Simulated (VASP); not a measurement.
A run of VASP 6.6.1:

The input INCAR:

```
  ALGO = Fast
  EDIFF = 1E-7
  ENCUT = 520
  GGA = PS
  ISIF = 2
  ISMEAR = 0
  LASPH = True
  LCHARG = False
  LREAL = False
  LWAVE = False
  NBANDS = 26
  NELM = 100
  PREC = Accurate
  SIGMA = 0.1
```

The input KPOINTS:

```
k-points
0
Gamma
  6 6 6
```

The input POSCAR:

```
Ga
1.0
    1.5863967571      0.9159065947      7.6669559847
   -1.5863967571      0.9159065947      7.6669559847
    0.0000000000     -1.8318131896      7.6669559847
Ga
3
Direct
    0.0000000000      0.0000000000      0.0000000000
    0.2222200000      0.2222200000      0.2222200000
    0.7777800000      0.7777800000      0.7777800000
```

Potentials or basis: VASP PAW PBE potentials, release 64 (Ga_d).

Command:

```bash
$ cat potpaw_PBE.64/Ga_d/POTCAR > POTCAR
$ mpirun -np 1 vasp_std > vasp.out
```

Hardware: 1 thread of Intel(R) Xeon(R) 6975P-C (Granite Rapids), on a shared host.

Q: How long does it take, and how much memory?

A: Wall time 120 s on 1 thread of Intel(R) Xeon(R) 6975P-C (Granite Rapids), with other jobs on the host, peak memory 0.44 GiB. Counts: scf iterations 14, k points 32.
